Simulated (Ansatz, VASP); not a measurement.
# One calculation of MgW, two programs

```
Mg W
1.0
     3.10385    0.00000    0.00000
    -1.55193    2.68801    0.00000
     0.00000    0.00000    4.73060
Mg W
1 1
Direct
  0.00000 0.00000 0.00000
  0.33333 0.66667 0.50000
```

Alike in both runs: task single point; functional PBE; k mesh 6 × 6 × 4; occupations gaussian, width 0.1 eV; no spin polarisation.

|  | VASP | Ansatz |
| --- | --- | --- |
| version | VASP 6.6.1 | Ansatz 0.2.0 |
| potentials or method | VASP PAW PBE potentials, release 64 (Mg, W_sv), cutoff 520 eV | scalar-relativistic, plane waves, PAW |
| valence electrons in the cell | 16 | 24 |

|  | VASP | Ansatz | Ansatz less VASP |
| --- | --- | --- | --- |
| gap on the k mesh at the Fermi level (eV) | none | none | - |
| pressure (GPa) | -14.4 | -14.3 | +0.10 |
| traceless stress, the component that is largest in VASP (GPa) | 16.06 | 16.09 | +0.032 |

A gap of «none» marks a metal or a gap that the smearing closes. VASP's potentials hold 16 valence electrons a cell and Ansatz's 24, so a difference there can come from the potentials and not from the codes.

The k mesh is coarse, so the values compare programs but aren't converged. Spin-orbit coupling is off throughout.
